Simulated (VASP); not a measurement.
# PbS (R3m) in VASP: further runs

PbS is run at these levels: PBE+D3(BJ); tasks: single point, relaxation of cell and atoms.

Everything below comes from runs of VASP 6.6.1. Logs are shortened: lines on timing, memory, paths and dates and some standing lists are left out, and cuts for length are marked.

## Step 1: The cell of the first run

The typed cell holds 2 atoms: a = 4.197 Å, b = 4.197 Å, c = 4.197 Å, α = 59.97°, β = 59.97°, γ = 59.97°.

## Step 2: Single point, PBE+D3(BJ)

Contents of INCAR:

```
SYSTEM = PbS
PREC     = Accurate       ! precision mode
ENCUT    = 520            ! plane-wave cutoff, eV
EDIFF    = 1E-6           ! SCF threshold, eV
ISMEAR   = 0              ! smearing method
SIGMA    = 0.02           ! smearing width, eV
LREAL    = .FALSE.        ! projectors in reciprocal space
LASPH    = .TRUE.         ! aspherical terms in the spheres
NELM     = 100            ! most SCF steps
ALGO     = Normal         ! electronic algorithm
ISIF     = 2              ! what is computed and relaxed
LWAVE    = .FALSE.        ! write WAVECAR
LCHARG   = .FALSE.        ! write CHGCAR
GGA      = PE             ! functional
IVDW     = 12             ! dispersion correction
NBANDS   = 17             ! bands
```

Contents of KPOINTS:

```
Automatic mesh
0
G
  12 12 12
  0 0 0
```

Contents of POSCAR:

```
PbS
1.0
    2.0975659383      1.2110302591      3.4279856248
   -2.0975659383      1.2110302591      3.4279856248
    0.0000000000     -2.4220605183      3.4279856248
Pb S
1 1
Direct
    0.9779892340      0.9779892340      0.9779892340
    0.4776120960      0.4776120960      0.4776120960
```

Potentials or basis: VASP PAW PBE potentials, release 64 (Pb_d, S).

The run is started by

```console
cat potpaw_PBE.64/Pb_d/POTCAR potpaw_PBE.64/S/POTCAR > POTCAR
mpirun -np 1 vasp_std > vasp.out
```

OUTCAR:

```text
SYSTEM = PbS
   PREC = Accurate
   ENCUT = 520
   EDIFF = 1E-6
   ISMEAR = 0
   LREAL = .FALSE.
   LASPH = .TRUE.
   NELM = 100
   ISIF = 2
   GGA = PE
   IVDW = 12
 IVDW          = 12

 ion  position               nearest neighbor table
   1  0.978  0.978  0.978-   2 2.96   2 2.96   2 2.96   2 2.97   2 2.97   2 2.97
   2  0.478  0.478  0.478-   1 2.96   1 2.96   1 2.96   1 2.97   1 2.97   1 2.97

  LATTYP: Found a trigonal (rhomboedric) cell.
 ALAT       =     4.1973161184
 COS(alpha) =     0.5005202547

  Lattice vectors:

 A1 = (   2.0975659383,   1.2110302591,   3.4279856248)
 A2 = (  -2.0975659383,   1.2110302591,   3.4279856248)
 A3 = (   0.0000000000,  -2.4220605183,   3.4279856248)

Analysis of symmetry for initial positions (statically):
=====================================================================
 Subroutine PRICEL returns:
 Original cell was already a primitive cell.

 Routine SETGRP: Setting up the symmetry group for a
 trigonal (rhombohedral) supercell.

 Subroutine GETGRP returns: Found  6 space group operations
 (whereof  6 operations were pure point group operations)
 out of a pool of 12 trial point group operations.

The static configuration has the point symmetry C_3v.

Analysis of symmetry for dynamics (positions and initial velocities):
=====================================================================
 Subroutine PRICEL returns:
 Original cell was already a primitive cell.

 Routine SETGRP: Setting up the symmetry group for a
 trigonal (rhombohedral) supercell.

 Subroutine GETGRP returns: Found  6 space group operations
 (whereof  6 operations were pure point group operations)
 out of a pool of 12 trial point group operations.

The dynamic configuration has the point symmetry C_3v.

 Subroutine INISYM returns: Found  6 space group operations
 (whereof  6 operations are pure point group operations),
 and found     1 'primitive' translations

----------------------------------------------------------------------------------------

                                     Primitive cell

  volume of cell :      52.2469

  direct lattice vectors                    reciprocal lattice vectors
     2.097565938  1.211030259  3.427985625     0.238371529  0.137623866  0.097238836
    -2.097565938  1.211030259  3.427985625    -0.238371529  0.137623866  0.097238836
     0.000000000 -2.422060518  3.427985625     0.000000000 -0.275247733  0.097238836

  length of vectors
     4.197316118  4.197316118  4.197316118     0.291919006  0.291919006  0.291919006

  position of ions in fractional coordinates (direct lattice)
     0.977989234  0.977989234  0.977989234
     0.477612096  0.477612096  0.477612096

  ion indices of the primitive-cell ions
   primitive index   ion index
                 1           1
                 2           2

----------------------------------------------------------------------------------------

 KPOINTS: Automatic mesh

Automatic generation of k-mesh.
 Grid dimensions read from file:
 generate k-points for:   12   12   12

 Generating k-lattice:

  Cartesian coordinates                     Fractional coordinates (reciprocal lattice)
     0.019864294  0.011468656  0.008103236     0.083333333 -0.000000000 -0.000000000
    -0.019864294  0.011468656  0.008103236    -0.000000000  0.083333333 -0.000000000
     0.000000000 -0.022937311  0.008103236     0.000000000  0.000000000  0.083333333

  Length of vectors
     0.024326584  0.024326584  0.024326584

  Shift w.r.t. Gamma in fractional coordinates (k-lattice)
     0.000000000  0.000000000  0.000000000

 Subroutine IBZKPT returns following result:
 ===========================================

 Found    189 irreducible k-points:

 Following reciprocal coordinates:
            Coordinates               Weight
  0.000000  0.000000  0.000000      1.000000
  0.083333 -0.000000  0.000000      6.000000
  0.166667 -0.000000  0.000000      6.000000
  0.250000 -0.000000 -0.000000      6.000000
  0.333333 -0.000000 -0.000000      6.000000
  0.416667  0.000000  0.000000      6.000000
[... 16 lines left out ...]
  0.500000  0.166667  0.000000     12.000000
 -0.416667  0.166667 -0.000000     12.000000
 [... further k-points ...]
   k-points           NKPTS =    189   k-points in BZ     NKDIM =    189   number of bands    NBANDS=     17
   number of dos      NEDOS =    301   number of ions     NIONS =      2
   total plane-waves  NPLWV =  32768
   dimension x,y,z NGX =    32 NGY =   32 NGZ =   32
   dimension x,y,z NGXF=    64 NGYF=   64 NGZF=   64
   ions per type =               1   1
   NGX,Y,Z   is equivalent  to a cutoff of  12.67, 12.67, 12.67 a.u.
   NGXF,Y,Z  is equivalent  to a cutoff of  25.35, 25.35, 25.35 a.u.
 SYSTEM =  PbS
   PREC   = accura    normal or accurate (medium, high low for compatibility)
   ISTART =      0    job   : 0-new  1-cont  2-samecut
   ICHARG =      2    charge: 1-file 2-atom 10-const
   ISPIN  =      1    spin polarized calculation?
   LNONCOLLINEAR =      F non collinear calculations
   LSORBIT =      F    spin-orbit coupling
   LASPH  =      T    aspherical Exc in radial PAW
   ENCUT  =  520.0 eV  38.22 Ry    6.18 a.u.   7.80  7.80  7.80*2*pi/ulx,y,z
   NELM   =    100;   NELMIN=  2; NELMDL= -5     # of ELM steps
   EDIFF  = 0.1E-05   stopping-criterion for ELM
   LREAL  =      F    real-space projection
   EDIFFG = 0.1E-04   stopping-criterion for IOM
   NSW    =      0    number of steps for IOM
   IBRION =     -1    ionic relax: 0-MD 1-quasi-New 2-CG
   NFREE  =      0    steps in history (QN), initial steepest desc. (CG)
   ISIF   =      2    stress and relaxation
   ISYM   =      2    0-nonsym 1-usesym 2-fastsym
   POTIM  = 0.5000    time-step for ionic-motion
   TEBEG  =    0.0;   TEEND  =   0.0 temperature during run
   PSTRESS=    0.0 pullay stress
   NELECT =      20.0000    total number of electrons
   NUPDOWN=      -1.0000    fix difference up-down
   EMIN   =  10.00;   EMAX   =-10.00  energy-range for DOS
   EFERMI =   0.00;   METHOD = LEGACY
   ISMEAR =     0;   SIGMA  =   0.02  broadening in eV -4-tet -1-fermi 0-gaus
   EFERMI_NEDOS =   21; number of points for ismear=-14 and -15
   IALGO  =     38    algorithm
   IMIX   =      4    mixing-type and parameters
     AMIX     =   0.40;   BMIX     =  1.00
     AMIX_MAG =   1.60;   BMIX_MAG =  1.00
  volume/ion in A,a.u.               =      26.12       176.29
  Fermi-wavevector in a.u.,A,eV,Ry     =   1.188679  2.246277 19.224453  1.412957
  Thomas-Fermi vector in A             =   2.324803
   LORBIT       =      0    0 simple, 1 ext, 2 COOP (PROOUT), +10 PAW based schemes
   GGA     = PE    functional components
   LHFCALC =     F    Hartree Fock is set to
   AEXX    =    0.0000 exact exchange contribution
   IVDW    =    12    specifies the selected vdW correction
   LEPSILON=     F    determine dielectric tensor
   LRPA    =     F    only Hartree local field effects (RPA)
 non-spin polarized calculation
 Gauss-broadening in eV      SIGMA  =   0.02
  energy-cutoff  :      520.00
  volume of cell :       52.25
 maximum number of plane-waves:      1424
   NGX = 15   NGY = 15   NGZ = 15

 number of electron      20.0000002 magnetization

 Free energy of the ion-electron system (eV)
  ---------------------------------------------------
  ext. energy  EPLUGINS =         0.00000000
  ---------------------------------------------------
  free energy    TOTEN  =        -8.75649753 eV

  energy without entropy =       -8.75649753  energy(sigma->0) =       -8.75649753

 E-fermi :   5.9254     XC(G=0):  -9.6753

 val. band max:        5.8057995490   @ k =   0.5000   0.5000   0.5000
 cond. band min:       6.1707638030   @ k =   0.5000  -0.0000  -0.0000
 fundamental gap:      0.3649642540
 Fermi energy:         5.9253568561

 k-point     1 :       0.0000    0.0000    0.0000
  band No.  band energies     occupation
      1     -11.0185      2.00000
      2     -11.0185      2.00000
      3     -11.0184      2.00000
      4     -11.0019      2.00000
      5     -11.0019      2.00000
      6      -7.7802      2.00000
[... 9 lines left out ...]
     16      12.5414      0.00000
     17      14.4664      0.00000

 k-point     2 :       0.0833   -0.0000    0.0000
  band No.  band energies     occupation
      1     -11.0182      2.00000
      2     -11.0167      2.00000
      3     -11.0167      2.00000
      4     -11.0028      2.00000
      5     -11.0028      2.00000
      6      -7.7206      2.00000
[... 9 lines left out ...]
     16      12.7247      0.00000
     17      15.0825      0.00000

 k-point     3 :       0.1667   -0.0000    0.0000
  band No.  band energies     occupation
      1     -11.0173      2.00000
      2     -11.0160      2.00000
      3     -11.0159      2.00000
      4     -11.0009      2.00000
      5     -11.0006      2.00000
      6      -7.5471      2.00000
[... 9 lines left out ...]
     16      13.1472      0.00000
     17      16.3138      0.00000

 k-point     4 :       0.2500   -0.0000   -0.0000
  band No.  band energies     occupation
      1     -11.0216      2.00000
      2     -11.0213      2.00000
      3     -11.0164      2.00000
      4     -10.9916      2.00000
      5     -10.9914      2.00000
      6      -7.2783      2.00000
[... 9 lines left out ...]
     16      13.7623      0.00000
     17      17.6957      0.00000

 k-point     5 :       0.3333   -0.0000   -0.0000
  band No.  band energies     occupation
      1     -11.0285      2.00000
      2     -11.0282      2.00000
      3     -11.0158      2.00000
      4     -10.9808      2.00000
      5     -10.9806      2.00000
      6      -6.9563      2.00000
[... 9 lines left out ...]
     16      14.5514      0.00000
     17      18.0558      0.00000

 k-point     6 :       0.4167    0.0000    0.0000
  band No.  band energies     occupation
      1     -11.0338      2.00000
      2     -11.0335      2.00000
      3     -11.0154      2.00000
      4     -10.9727      2.00000
      5     -10.9726      2.00000
      6      -6.6660      2.00000
[... 9 lines left out ...]
     16      15.4212      0.00000
     17      17.0422      0.00000

 k-point     7 :       0.5000   -0.0000   -0.0000
  band No.  band energies     occupation
      1     -11.0358      2.00000
      2     -11.0354      2.00000
      3     -11.0153      2.00000
      4     -10.9697      2.00000
      5     -10.9696      2.00000
      6      -6.5416      2.00000
[... 9 lines left out ...]
     16      15.9354      0.00000
     17      16.3499      0.00000

 k-point     8 :       0.0833    0.0833    0.0000
  band No.  band energies     occupation
      1     -11.0202      2.00000
      2     -11.0147      2.00000
      3     -11.0146      2.00000
      4     -11.0070      2.00000
      5     -11.0002      2.00000
      6      -7.7003      2.00000
[... 9 lines left out ...]
     16      13.1207      0.00000
     17      15.0317      0.00000
[... 203 lines left out ...]
      1     -11.0254      2.00000
      2     -11.0248      2.00000
      3     -11.0040      2.00000
      4     -11.0039      2.00000
      5     -10.9955      2.00000
      6      -7.4632      2.00000
[... 9 lines left out ...]
     16      14.3414      0.00000
     17      15.3292      0.00000

 k-point    20 :       0.2500    0.1667    0.0000
  band No.  band energies     occupation
      1     -11.0391      2.00000
      2     -11.0259      2.00000
      3     -11.0027      2.00000
      4     -10.9969      2.00000
      5     -10.9879      2.00000
      6      -7.2581      2.00000
[... 9 lines left out ...]
     16      14.8509      0.00000
     17      15.9972      0.00000

 k-point    21 :       0.3333    0.1667   -0.0000
  band No.  band energies     occupation
      1     -11.0513      2.00000
      2     -11.0231      2.00000
      3     -11.0076      2.00000
      4     -10.9907      2.00000
      5     -10.9772      2.00000
      6      -6.9763      2.00000
[... 9 lines left out ...]
     16      15.4391      0.00000
     17      17.2405      0.00000

 k-point    22 :       0.4167    0.1667   -0.0000
  band No.  band energies     occupation
      1     -11.0591      2.00000
      2     -11.0175      2.00000
      3     -11.0141      2.00000
      4     -10.9863      2.00000
      5     -10.9697      2.00000
      6      -6.6737      2.00000
[... 9 lines left out ...]
     16      16.1365      0.00000
     17      17.1518      0.00000

 k-point    23 :       0.5000    0.1667    0.0000
  band No.  band energies     occupation
      1     -11.0607      2.00000
      2     -11.0199      2.00000
      3     -11.0115      2.00000
      4     -10.9838      2.00000
      5     -10.9678      2.00000
      6      -6.4474      2.00000
[... 9 lines left out ...]
     16      16.2019      0.00000
     17      16.6500      0.00000

 k-point    24 :      -0.4167    0.1667   -0.0000
  band No.  band energies     occupation
      1     -11.0561      2.00000
      2     -11.0235      2.00000
      3     -11.0079      2.00000
      4     -10.9824      2.00000
      5     -10.9719      2.00000
      6      -6.4126      2.00000
[... 9 lines left out ...]
     16      15.3565      0.00000
     17      17.2542      0.00000

 [... further k-points ...]

------------------------ aborting loop because EDIFF is reached ----------------------------------------

 Edisp (eV)   -0.69338

 E8    (eV) :    -0.3122

  FORCE on cell =-STRESS in cart. coord.  units (eV):
  Direction    XX          YY          ZZ          XY          YZ          ZX
  --------------------------------------------------------------------------------------
  -------------------------------------------------------------------------------------
  Total      -0.02541    -0.02541    -0.03497     0.00000     0.00000     0.00000
  in kB      -0.77914    -0.77914    -1.07233     0.00000     0.00000     0.00000
  external pressure =       -0.88 kB  Pullay stress =        0.00 kB

 VOLUME and BASIS-vectors are now :
 -----------------------------------------------------------------------------
  energy-cutoff  :      520.00
  volume of cell :       52.25
      direct lattice vectors                 reciprocal lattice vectors
     2.097565938  1.211030259  3.427985625     0.238371529  0.137623866  0.097238836
    -2.097565938  1.211030259  3.427985625    -0.238371529  0.137623866  0.097238836
     0.000000000 -2.422060518  3.427985625     0.000000000 -0.275247733  0.097238836

 POSITION                                       TOTAL-FORCE (eV/Angst)
 -----------------------------------------------------------------------------------
      0.00000     -0.00000     10.05760         0.000000      0.000000     -0.002055
      0.00000     -0.00000      4.91174         0.000000     -0.000000      0.002055
 -----------------------------------------------------------------------------------
    total drift:                               -0.000000     -0.000000      0.000017

  FREE ENERGIE OF THE ION-ELECTRON SYSTEM (eV)
  ---------------------------------------------------
  free  energy   TOTEN  =        -9.4498755771 eV

  energy  without entropy=       -9.4498755771  energy(sigma->0) =       -9.44987558
```

It took 2.4 min on 1 thread of AMD EPYC 7R43 (Zen 3), shared host; peak memory 0.27 GiB.

What came out:

* Free energy: -9.4499 eV
* Pressure: -0.1 GPa
* Band gap on the k mesh: 0.36 eV, indirect (the least direct gap lies 3.9 meV higher)
* Dispersion energy per atom: -0.347 eV

Forces on the atoms (eV/Å):
```
Pb   0.000  0.000 -0.002
S    0.000  0.000  0.002
```

Caveat: spin-orbit coupling is left out, which moves the levels of the heavy elements.

(Continued in part 2 of 2.)
